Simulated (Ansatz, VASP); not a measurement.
Two plane-wave programs on Al3Au

File INCAR:

```
PREC = Accurate
ENCUT = 520
EDIFF = 1E-6
ISMEAR = -1
SIGMA = 0.05
LREAL = F
LASPH = T
NELM = 60
ALGO = Normal
ISIF = 2
LWAVE = F
LCHARG = F
GGA = PE
NBANDS = 18
```

The input KPOINTS:

```
regular mesh
0
Gamma
  8 8 8
```

File POSCAR:

```
Al3Au
1.0
   -2.1063463200      2.1063463200      4.0566000000
    2.1063463200     -2.1063463200      4.0566000000
    2.1063463200      2.1063463200     -4.0566000000
Au Al
1 3
Direct
    0.0000000000      0.0000000000      0.0000000000
    0.5000000000      0.5000000000      0.0000000000
    0.2500000000      0.7500000000      0.5000000000
    0.7500000000      0.2500000000      0.5000000000
```

Contents of input.yaml:

```yaml
crystal:
  lattice:
    - [-2.10634632, 2.10634632, 4.0566]
    - [2.10634632, -2.10634632, 4.0566]
    - [2.10634632, 2.10634632, -4.0566]
  atoms:
    - { symbol: Au, position: [0.0, 0.0, 0.0] }
    - { symbol: Al, position: [0.5, 0.5, 0.0] }
    - { symbol: Al, position: [0.25, 0.75, 0.5] }
    - { symbol: Al, position: [0.75, 0.25, 0.5] }
hamiltonian:
  xc: pbe
  pseudopotentials: { kind: paw }
kpoints:
  mp_grid: { grid: [8, 8, 8] }
scf:
  occupations: { method: fermi_dirac, width: 0.05 }
output:
  forces: true
  stress: true
  eigenvalues: true
```

Alike in both runs: task single point; functional PBE; k mesh 8 × 8 × 8; occupations fermi-dirac, width 0.05 eV; no spin polarisation.

```csv
,VASP,Ansatz
version,VASP 6.6.1,Ansatz 0.2.0
potentials or method,"VASP PAW PBE potentials, release 64 (Au, Al)",Ansatz PAW
plane-wave cutoff (eV),520,420
valence electrons in the cell,20,28
```

Ansatz gave:

| Quantity | Value |
| --- | --- |
| gap on the k mesh at the Fermi level (eV) | none |
| pressure (GPa) | -5.6 |
| traceless stress, the component that is largest in VASP (GPa) | 2.46 |

Q: Estimate VASP's values.

A: gap on the k mesh at the Fermi level (eV): none; pressure (GPa): -5.7; traceless stress, the component that is largest in VASP (GPa): 2.46.

A gap of «none» marks a metal or a gap that the smearing closes. VASP's potentials hold 20 valence electrons a cell and Ansatz's 28, so a difference there can come from the potentials and not from the codes.

Spin-orbit coupling is off throughout.
